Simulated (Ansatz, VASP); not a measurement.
# MgO in VASP and in Ansatz

Contents of INCAR:

```
SYSTEM = MgO
PREC = Accurate
ENCUT = 520
EDIFF = 1E-6
ISMEAR = 0
SIGMA = 0.05
LREAL = .FALSE.
LASPH = .TRUE.
NELM = 80
ALGO = Normal
ISIF = 2
LWAVE = .FALSE.
LCHARG = .TRUE.
GGA = PE
LELF = .TRUE.
LVHAR = .TRUE.
NBANDS = 16
```

File KPOINTS:

```
Automatic mesh
0
G
  9 9 6
  0 0 0
```

POSCAR

```
MgO
1.0
    3.3926000000      0.0000000000      0.0000000000
   -1.6963000000      2.9380777849      0.0000000000
    0.0000000000      0.0000000000      5.1215474299
Mg O
2 2
Direct
    0.3333333333      0.6666666667      0.0063188013
    0.6666666667      0.3333333333      0.5063188013
    0.3333333333      0.6666666667      0.3982811987
    0.6666666667      0.3333333333      0.8982811987
```

Input for Ansatz:

```yaml
crystal:
  lattice:
    - [3.3926, 0.0, 0.0]
    - [-1.6963, 2.9380777849, 0.0]
    - [0.0, 0.0, 5.1215474299]
  atoms:
    - { symbol: Mg, position: [0.3333333333, 0.6666666667, 0.0063188013] }
    - { symbol: Mg, position: [0.6666666667, 0.3333333333, 0.5063188013] }
    - { symbol: O, position: [0.3333333333, 0.6666666667, 0.3982811987] }
    - { symbol: O, position: [0.6666666667, 0.3333333333, 0.8982811987] }
basis:
  ecutwfc: 520.0
kpoints:
  mp_grid: { grid: [9, 9, 6] }
hamiltonian:
  xc: pbe
  pseudopotentials: { kind: paw, azcp: { folder: soft_1 } }
scf:
  occupations: { method: gaussian, width: 0.05 }
output:
  forces: true
  stress: true
  eigenvalues: true
```

Alike in both runs: task single point; functional PBE; k mesh 9 × 9 × 6; occupations gaussian, width 0.05 eV; no spin polarisation.

```csv
,VASP,Ansatz
version,VASP 6.6.1,Ansatz 0.2.0
potentials or method,"VASP PAW PBE potentials, release 64 (Mg, O), cutoff 520 eV","scalar-relativistic, plane waves, PAW"
valence electrons in the cell,16,32
```

|  | VASP | Ansatz | Ansatz less VASP |
| --- | --- | --- | --- |
| gap on the k mesh at the Fermi level (eV) | 3.11 | 3.14 | +0.021 |
| least direct gap on the mesh (eV) | 3.11 | 3.14 | +0.021 |
| pressure (GPa) | -5.4 | -4.9 | +0.47 |
| traceless stress, the component that is largest in VASP (GPa) | 2.88 | 2.82 | -0.063 |
| rms of the force components (eV/Å) | 0.088 | 0.088 | -0.0003 |

Atom by atom the forces differ by 0.000 eV/Å (rms over components). VASP's potentials hold 16 valence electrons a cell and Ansatz's 32, so a difference there can come from the potentials and not from the codes.
